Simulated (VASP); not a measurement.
# C (Fd-3m) in VASP: single point with r2SCAN

Aim: the single point of C with r2SCAN.

Program: VASP 6.6.1. These are calculated values, not measurements. Logs are shortened: lines on timing, memory, paths and dates and some standing lists are left out, and cuts for length are marked.

### Step 1. The cell of the first run

The structure is cubic, space group Fd-3m (No. 227). The conventional cell has a = 3.560 Å, b = 3.560 Å, c = 3.560 Å, α = 90.00°, β = 90.00°, γ = 90.00°. Within 2.1 Å of C (site symmetry -43m) lie 4 C at 1.54 Å.

### Step 2. Single point, r2SCAN

Contents of POSCAR:

```
C
1.0
    0.0000000000      1.7801417772      1.7801417772
    1.7801417772      0.0000000000      1.7801417772
    1.7801417772      1.7801417772      0.0000000000
C
2
Direct
    0.0000000000      0.0000000000      0.0000000000
    0.2500000000      0.2500000000      0.2500000000
```

Contents of INCAR.step1:

```
SYSTEM = C
ALGO     = Normal         ! electronic algorithm
EDIFF    = 1E-5           ! SCF threshold, eV
ENCUT    = 910            ! plane-wave cutoff, eV
GGA      = PE             ! functional
GGA_COMPAT= .FALSE.      
ISMEAR   = 0              ! smearing method
LASPH    = .TRUE.         ! aspherical terms in the spheres
LCHARG   = .FALSE.        ! write CHGCAR
LREAL    = .FALSE.        ! projectors in reciprocal space
LWAVE    = .TRUE.         ! write WAVECAR
NBANDS   = 11             ! bands
NELM     = 120            ! most SCF steps
PREC     = Accurate       ! precision mode
SIGMA    = 0.02           ! smearing width, eV
```

Contents of INCAR.step2:

```
SYSTEM = C
ALGO     = Normal         ! electronic algorithm
EDIFF    = 1E-6           ! SCF threshold, eV
ENCUT    = 910            ! plane-wave cutoff, eV
GGA_COMPAT= .FALSE.      
ISIF     = 2              ! what is computed and relaxed
ISMEAR   = 0              ! smearing method
ISTART   = 1            
LASPH    = .TRUE.         ! aspherical terms in the spheres
LCHARG   = .FALSE.        ! write CHGCAR
LMIXTAU  = .TRUE.       
LREAL    = .FALSE.        ! projectors in reciprocal space
LWAVE    = .FALSE.        ! write WAVECAR
METAGGA  = R2SCAN         ! meta-GGA
NBANDS   = 11             ! bands
NELM     = 120            ! most SCF steps
PREC     = Accurate       ! precision mode
SIGMA    = 0.02           ! smearing width, eV
```

Contents of KPOINTS:

```
k-points
0
G
  12 12 12
  0 0 0
```

Potentials or basis: VASP PAW PBE potentials, release 64 (C_h).

Launch:

```sh
> cat potpaw_PBE.64/C_h/POTCAR > POTCAR
> cp INCAR.step1 INCAR
> mpirun -np 1 vasp_std > vasp.out
> cp INCAR.step2 INCAR
> mpirun -np 1 vasp_std > vasp.out
```

OUTCAR:

```text
SYSTEM = C
   EDIFF = 1E-6
   ENCUT = 910
   ISIF = 2
   ISMEAR = 0
   ISTART = 1
   LASPH = .TRUE.
   LREAL = .FALSE.
   METAGGA = R2SCAN
   NELM = 120
   PREC = Accurate

 ion  position               nearest neighbor table
   1  0.000  0.000  0.000-
   2  0.250  0.250  0.250-

  LATTYP: Found a face centered cubic cell.
 ALAT       =     3.5602835544

  Lattice vectors:

 A1 = (   0.0000000000,   1.7801417772,   1.7801417772)
 A2 = (   1.7801417772,   0.0000000000,   1.7801417772)
 A3 = (   1.7801417772,   1.7801417772,   0.0000000000)

Analysis of symmetry for initial positions (statically):
=====================================================================
 Subroutine PRICEL returns:
 Original cell was already a primitive cell.

 Routine SETGRP: Setting up the symmetry group for a
 face centered cubic supercell.

 Subroutine GETGRP returns: Found 48 space group operations
 (whereof 24 operations were pure point group operations)
 out of a pool of 48 trial point group operations.

The static configuration has the point symmetry T_d .
 The point group associated with its full space group is O_h .

Analysis of symmetry for dynamics (positions and initial velocities):
=====================================================================
 Subroutine PRICEL returns:
 Original cell was already a primitive cell.

 Routine SETGRP: Setting up the symmetry group for a
 face centered cubic supercell.

 Subroutine GETGRP returns: Found 48 space group operations
 (whereof 24 operations were pure point group operations)
 out of a pool of 48 trial point group operations.

The dynamic configuration has the point symmetry T_d .
 The point group associated with its full space group is O_h .

 Subroutine INISYM returns: Found 48 space group operations
 (whereof 24 operations are pure point group operations),
 and found     1 'primitive' translations

----------------------------------------------------------------------------------------

                                     Primitive cell

  volume of cell :      11.2822

  direct lattice vectors                    reciprocal lattice vectors
     0.000000000  1.780141777  1.780141777    -0.280876505  0.280876505  0.280876505
     1.780141777  0.000000000  1.780141777     0.280876505 -0.280876505  0.280876505
     1.780141777  1.780141777  0.000000000     0.280876505  0.280876505 -0.280876505

  length of vectors
     2.517500644  2.517500644  2.517500644     0.486492377  0.486492377  0.486492377

  position of ions in fractional coordinates (direct lattice)
     0.000000000  0.000000000  0.000000000
     0.250000000  0.250000000  0.250000000

  ion indices of the primitive-cell ions
   primitive index   ion index
                 1           1
                 2           2

----------------------------------------------------------------------------------------

 KPOINTS: k-points

Automatic generation of k-mesh.
 Grid dimensions read from file:
 generate k-points for:   12   12   12

 Generating k-lattice:

  Cartesian coordinates                     Fractional coordinates (reciprocal lattice)
    -0.023406375  0.023406375  0.023406375     0.083333333  0.000000000  0.000000000
     0.023406375 -0.023406375  0.023406375     0.000000000  0.083333333  0.000000000
     0.023406375  0.023406375 -0.023406375     0.000000000  0.000000000  0.083333333

  Length of vectors
     0.040541031  0.040541031  0.040541031

  Shift w.r.t. Gamma in fractional coordinates (k-lattice)
     0.000000000  0.000000000  0.000000000

 Subroutine IBZKPT returns following result:
 ===========================================

 Found     72 irreducible k-points:

 Following reciprocal coordinates:
            Coordinates               Weight
  0.000000  0.000000  0.000000      1.000000
  0.083333  0.000000  0.000000      8.000000
  0.166667  0.000000  0.000000      8.000000
  0.250000  0.000000  0.000000      8.000000
  0.333333  0.000000  0.000000      8.000000
  0.416667  0.000000  0.000000      8.000000
[... 16 lines left out ...]
  0.500000  0.166667  0.000000     24.000000
 -0.416667  0.166667  0.000000     24.000000
 [... further k-points ...]
   k-points           NKPTS =     72   k-points in BZ     NKDIM =     72   number of bands    NBANDS=     11
   number of dos      NEDOS =    301   number of ions     NIONS =      2
   total plane-waves  NPLWV =  21952
   dimension x,y,z NGX =    28 NGY =   28 NGZ =   28
   dimension x,y,z NGXF=    56 NGYF=   56 NGZF=   56
   ions per type =               2
   NGX,Y,Z   is equivalent  to a cutoff of  18.49, 18.49, 18.49 a.u.
   NGXF,Y,Z  is equivalent  to a cutoff of  36.98, 36.98, 36.98 a.u.
 SYSTEM =  C
   PREC   = accura    normal or accurate (medium, high low for compatibility)
   ISTART =      1    job   : 0-new  1-cont  2-samecut
   ICHARG =      0    charge: 1-file 2-atom 10-const
   ISPIN  =      1    spin polarized calculation?
   LNONCOLLINEAR =      F non collinear calculations
   LSORBIT =      F    spin-orbit coupling
   LASPH  =      T    aspherical Exc in radial PAW
   ENCUT  =  910.0 eV  66.88 Ry    8.18 a.u.   6.19  6.19  6.19*2*pi/ulx,y,z
   NELM   =    120;   NELMIN=  2; NELMDL=  0     # of ELM steps
   EDIFF  = 0.1E-05   stopping-criterion for ELM
   LREAL  =      F    real-space projection
   EDIFFG = 0.1E-04   stopping-criterion for IOM
   NSW    =      0    number of steps for IOM
   IBRION =     -1    ionic relax: 0-MD 1-quasi-New 2-CG
   NFREE  =      0    steps in history (QN), initial steepest desc. (CG)
   ISIF   =      2    stress and relaxation
   ISYM   =      2    0-nonsym 1-usesym 2-fastsym
   POTIM  = 0.5000    time-step for ionic-motion
   TEBEG  =    0.0;   TEEND  =   0.0 temperature during run
   PSTRESS=    0.0 pullay stress
   NELECT =       8.0000    total number of electrons
   NUPDOWN=      -1.0000    fix difference up-down
   EMIN   =  10.00;   EMAX   =-10.00  energy-range for DOS
   EFERMI =   0.00;   METHOD = LEGACY
   ISMEAR =     0;   SIGMA  =   0.02  broadening in eV -4-tet -1-fermi 0-gaus
   EFERMI_NEDOS =   21; number of points for ismear=-14 and -15
   IALGO  =     38    algorithm
   IMIX   =      4    mixing-type and parameters
     AMIX     =   0.40;   BMIX     =  1.00
     AMIX_MAG =   1.60;   BMIX_MAG =  1.00
  volume/ion in A,a.u.               =       5.64        38.07
  Fermi-wavevector in a.u.,A,eV,Ry     =   1.459846  2.758708 28.996042  2.131149
  Thomas-Fermi vector in A             =   2.576365
   LORBIT       =      0    0 simple, 1 ext, 2 COOP (PROOUT), +10 PAW based schemes
   METAGGA = R2SCAN    functional components
   LHFCALC =     F    Hartree Fock is set to
   AEXX    =    0.0000 exact exchange contribution
   IVDW    =     0    specifies the selected vdW correction
   LEPSILON=     F    determine dielectric tensor
   LRPA    =     F    only Hartree local field effects (RPA)
 non-spin polarized calculation
 Gauss-broadening in eV      SIGMA  =   0.02
  energy-cutoff  :      910.00
  volume of cell :       11.28
 maximum number of plane-waves:       725
 NGX is ok and might be reduce to    28
   NGX = 13   NGY = 13   NGZ = 13

 number of electron       8.0000000 magnetization

 Free energy of the ion-electron system (eV)
  ---------------------------------------------------
  ext. energy  EPLUGINS =         0.00000000
  ---------------------------------------------------
  free energy    TOTEN  =       -19.71949934 eV

  energy without entropy =      -19.71949934  energy(sigma->0) =      -19.71949934

 E-fermi :  11.1622     XC(G=0): -14.2999

 val. band max:       10.9937872023   @ k =   0.0000   0.0000   0.0000
 cond. band min:      15.3812475762   @ k =   0.3333   0.3333   0.0000
 fundamental gap:      4.3874603739
 Fermi energy:        11.1622048586

 k-point     1 :       0.0000    0.0000    0.0000
  band No.  band energies     occupation
      1     -11.7504      2.00000
      2      10.9938      2.00000
      3      10.9938      2.00000
      4      10.9938      2.00000
      5      16.8882      0.00000
      6      16.8882      0.00000
      7      16.8882      0.00000
      8      24.9774      0.00000
      9      31.4687      0.00000
     10      38.4072      0.00000
     11      38.4072      0.00000

 k-point     2 :       0.0833    0.0000    0.0000
  band No.  band energies     occupation
      1     -11.5488      2.00000
      2       9.6786      2.00000
      3      10.6492      2.00000
      4      10.6492      2.00000
      5      17.3415      0.00000
      6      17.3415      0.00000
      7      17.6562      0.00000
      8      25.1771      0.00000
      9      31.8147      0.00000
     10      36.3697      0.00000
     11      36.3697      0.00000

 k-point     3 :       0.1667    0.0000    0.0000
  band No.  band energies     occupation
      1     -10.9470      2.00000
      2       6.9831      2.00000
      3       9.9024      2.00000
      4       9.9024      2.00000
      5      18.3245      0.00000
      6      18.3245      0.00000
      7      18.8003      0.00000
      8      25.7510      0.00000
      9      32.5362      0.00000
     10      34.7268      0.00000
     11      34.7268      0.00000

 k-point     4 :       0.2500    0.0000    0.0000
  band No.  band energies     occupation
      1      -9.9541      2.00000
      2       3.9796      2.00000
      3       9.1336      2.00000
      4       9.1336      2.00000
      5      19.2369      0.00000
      6      19.2369      0.00000
      7      19.5583      0.00000
      8      26.5485      0.00000
      9      32.9740      0.00000
     10      34.3217      0.00000
     11      34.3217      0.00000
[... 239 lines left out ...]
 k-point    22 :       0.4167    0.1667    0.0000
  band No.  band energies     occupation
      1      -7.3861      2.00000
      2       0.6153      2.00000
      3       6.4373      2.00000
      4       6.6888      2.00000
      5      18.0453      0.00000
      6      22.6598      0.00000
      7      22.7276      0.00000
      8      24.4519      0.00000
      9      33.3881      0.00000
     10      34.7858      0.00000
     11      39.7064      0.00000

 k-point    23 :       0.5000    0.1667    0.0000
  band No.  band energies     occupation
      1      -5.7564      2.00000
      2      -1.7122      2.00000
      3       5.6805      2.00000
      4       6.7804      2.00000
      5      18.4906      0.00000
      6      22.3583      0.00000
      7      22.8329      0.00000
      8      26.2029      0.00000
      9      32.3799      0.00000
     10      36.2996      0.00000
     11      38.9133      0.00000

 k-point    24 :      -0.4167    0.1667    0.0000
  band No.  band energies     occupation
      1      -5.3276      2.00000
      2      -2.2320      2.00000
      3       5.1692      2.00000
      4       7.1802      2.00000
      5      18.9527      0.00000
      6      21.8314      0.00000
      7      22.8079      0.00000
      8      27.4847      0.00000
      9      31.6101      0.00000
     10      36.3134      0.00000
     11      37.1139      0.00000

 [... further k-points ...]
[... 5 lines left out ...]
  --------------------------------------------------------------------------------------
  -------------------------------------------------------------------------------------
  Total       -0.0595794     -0.0595794     -0.0595794      0.0000000      0.0000000      0.0000000
  in kB       -8.4608245     -8.4608245     -8.4608245      0.0000000      0.0000000      0.0000000
  external PRESSURE =      -8.4608245 kB  Pullay stress =       0.0000000 kB

 VOLUME and BASIS-vectors are now :
 -----------------------------------------------------------------------------
  energy-cutoff  :      910.00
  volume of cell :       11.28
      direct lattice vectors                 reciprocal lattice vectors
     0.000000000  1.780141777  1.780141777    -0.280876505  0.280876505  0.280876505
     1.780141777  0.000000000  1.780141777     0.280876505 -0.280876505  0.280876505
     1.780141777  1.780141777  0.000000000     0.280876505  0.280876505 -0.280876505

 POSITION                                       TOTAL-FORCE (eV/Angst)
 -----------------------------------------------------------------------------------
      0.00000      0.00000      0.00000        -0.000000     -0.000000     -0.000000
      0.89007      0.89007      0.89007         0.000000      0.000000      0.000000
 -----------------------------------------------------------------------------------
    total drift:                                0.000000      0.000000     -0.000000

  FREE ENERGIE OF THE ION-ELECTRON SYSTEM (eV)
  ---------------------------------------------------
  free  energy   TOTEN  =       -19.7194993420 eV

  energy  without entropy=      -19.7194993420  energy(sigma->0) =      -19.71949934
```

Wall time 54 s (1 thread of AMD EPYC 9R45 (Zen 5), shared host); peak memory 0.13 GiB.

Results:

| Item | Value |
| --- | --- |
| Free energy | -19.7195 eV |
| Pressure | -0.8 GPa |
| Band gap on the k mesh | 4.39 eV (least direct gap 5.89 eV) |

Levels at points of the mesh, in eV from the valence-band top:
```
           k point  band 1  band 2  band 3  band 4  band 5  band 6  band 7  band 8  band 9
(0.00, 0.00, 0.00)  -22.74    0.00    0.00    0.00    5.89    5.89    5.89   13.98   20.47
(0.50, 0.00, 0.00)  -16.77  -14.08   -2.98   -2.98    8.94    8.94    9.23   16.78   23.29
(0.50, 0.50, 0.00)  -13.60  -13.60   -6.67   -6.67    5.04    5.04   18.00   18.00   24.73
```

Caveat: the PAW data sets were made with another functional, which shifts forces and pressure a little.
